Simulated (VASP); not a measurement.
Input of a VASP 6.6.1 run:

File INCAR:

```
ALGO = Normal
EDIFF = 1E-7
ENCUT = 520
GGA = RP
ISIF = 2
ISMEAR = -1
LASPH = True
LCHARG = True
LELF = True
LREAL = False
LVHAR = True
LWAVE = False
NBANDS = 16
NELM = 80
PREC = Accurate
SIGMA = 0.1
```

File KPOINTS:

```
k-points
0
Gamma
  15 15 8
```

File POSCAR:

```
Ir
1.0
    2.7599121322      0.0000000000      0.0000000000
   -1.3799560661      2.3901540187      0.0000000000
    0.0000000000      0.0000000000      4.4753356895
Ir
2
Direct
    0.3333333333      0.6666666667      0.2500000000
    0.6666666667      0.3333333333      0.7500000000
```

Potentials or basis: VASP PAW PBE potentials, release 64 (Ir).

Run with:

```bash
$ cat potpaw_PBE.64/Ir/POTCAR > POTCAR
$ mpirun -np 1 vasp_std > vasp.out
```

**Question.** Estimate the pressure.

**Answer.** 0.2 GPa.

**Question.** Estimate the band gap on the k mesh.

**Answer.** Zero (band 9 reaches 10.76 eV, above the bottom of band 10 at 7.72 eV).

Stress tensor (GPa, compression positive):
```
0.27 0.00 0.00
0.00 0.27 0.00
0.00 0.00 0.13
```

Caveat: the PAW data sets were made with another functional, which shifts forces and pressure a little; spin-orbit coupling is left out, which moves the levels of the heavy elements.
